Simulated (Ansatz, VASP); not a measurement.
**Two plane-wave programs on SnSb2C3**

```
Sn Sb C
1.0
     6.02455    0.00000    0.00000
    -3.01228    5.21742    0.00000
     0.00000    0.00000    3.13877
Sn Sb C
1 2 3
Direct
  0.00000 0.00000 0.00000
  0.33333 0.66667 0.00000
  0.66667 0.33333 0.00000
  0.50000 0.00000 0.50000
  0.50000 0.50000 0.50000
  0.00000 0.50000 0.50000
```

Change from the starting cell: species swapped into the HoCo3B2 type (P6/mmm, No. 191).

Alike in both runs: functional PBE; k mesh 6 × 6 × 12; occupations gaussian, width 0.1 eV; no spin polarisation.

Ansatz relaxed the structure, and its values are those at the end. VASP's run is a single point on that final structure, the one shown.

```csv
,VASP,Ansatz
version,VASP 6.6.1,Ansatz 0.2.0
potentials or method,"VASP PAW PBE potentials, release 64 (Sn_d, Sb, C), cutoff 520 eV","scalar-relativistic, plane waves, PAW"
valence electrons in the cell,36,56
```

|  | VASP | Ansatz | Ansatz less VASP |
| --- | --- | --- | --- |
| gap on the k mesh at the Fermi level (eV) | none | none | - |
| pressure (GPa) | -0.1 | 0.0 | +0.07 |

A gap of «none» marks a metal or a gap that the smearing closes. VASP's potentials hold 36 valence electrons a cell and Ansatz's 56, so a difference there can come from the potentials and not from the codes.

Neither program's run includes spin-orbit coupling.
